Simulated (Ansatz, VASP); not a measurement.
# One calculation of Ge, two programs

```
Ge
1.0
     1.36222   -2.53550    0.00000
     1.36222    2.53550    0.00000
     0.00000    0.00000    2.83314
Ge
1
Direct
  0.50000 0.50000 0.00000
```

Change from the starting cell: strain -0.025 along x and y, +0.050 along z, atoms carried along.

Alike in both runs: task single point; functional PBE; k mesh 20 × 20 × 18; occupations gaussian, width 0.15 eV; no spin polarisation.

|  | VASP | Ansatz |
| --- | --- | --- |
| version | VASP 6.6.1 | Ansatz 0.2.0 |
| potentials or method | VASP PAW PBE potentials, release 64 (Ge_d), cutoff 520 eV | scalar-relativistic, plane waves, PAW |
| valence electrons in the cell | 14 | 14 |

VASP gave:

```
gap on the k mesh at the Fermi level (eV)                     : none
pressure (GPa)                                                : 0.1
traceless stress, the component that is largest in VASP (GPa) : -7.12
```

Question: Which values does Ansatz return?

Answer: gap on the k mesh at the Fermi level (eV): none; pressure (GPa): 0.2; traceless stress, the component that is largest in VASP (GPa): -7.11.

A gap of «none» marks a metal or a gap that the smearing closes. The functional is the same, so the differences come from potentials, cutoffs and numerics.
